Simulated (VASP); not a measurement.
Set up this calculation in VASP 6.6.1, as the native input.

- Task: single point
- Functional: PBEsol
- Potentials or basis: VASP PAW PBE potentials, release 64 (Rh_pv)
- Cutoff: 520 eV
- k mesh: 12 × 12 × 7
- Occupations: gaussian, width 0.15 eV
- Spin: no spin polarisation
- Dipole correction: no
- Further INCAR settings: ALGO = Normal; EDIFF = 1e-07; NBANDS = 22

The structure of Rh lies in POSCAR:

```
Rh
1.0
    2.7669170960      0.0000000000      0.0000000000
   -1.3834585480      2.3962204995      0.0000000000
    0.0000000000      0.0000000000      4.4867652751
Rh
2
Direct
    0.6666666667      0.3333333333      0.7500000000
    0.3333333333      0.6666666667      0.2500000000
```

This isn't the form of Rh at room conditions, which is fcc.

These files were run (other wordings do the same):

INCAR

```
ALGO = Normal
EDIFF = 1E-7
ENCUT = 520
GGA = PS
ISIF = 2
ISMEAR = 0
LASPH = True
LCHARG = False
LREAL = False
LWAVE = False
NBANDS = 22
NELM = 100
PREC = Accurate
SIGMA = 0.15
```

KPOINTS

```
k-points
0
Gamma
  12 12 7
```

Potentials or basis: VASP PAW PBE potentials, release 64 (Rh_pv).

Launch:

```bash
$ cat potpaw_PBE.64/Rh_pv/POTCAR > POTCAR
$ mpirun -np 1 vasp_std > vasp.out
```

Results of the run:

```json
{"Pressure": "-21.4 GPa", "Band gap on the k mesh": "zero (bands 15 and 16 overlap by 2.13 eV)"}
```

Caveat: the cell stands under tension; the PAW data sets were made with another functional, which shifts forces and pressure a little.

It took 85 s on 1 thread of AMD EPYC 7R13 (shared host), peak memory 0.15 GiB.
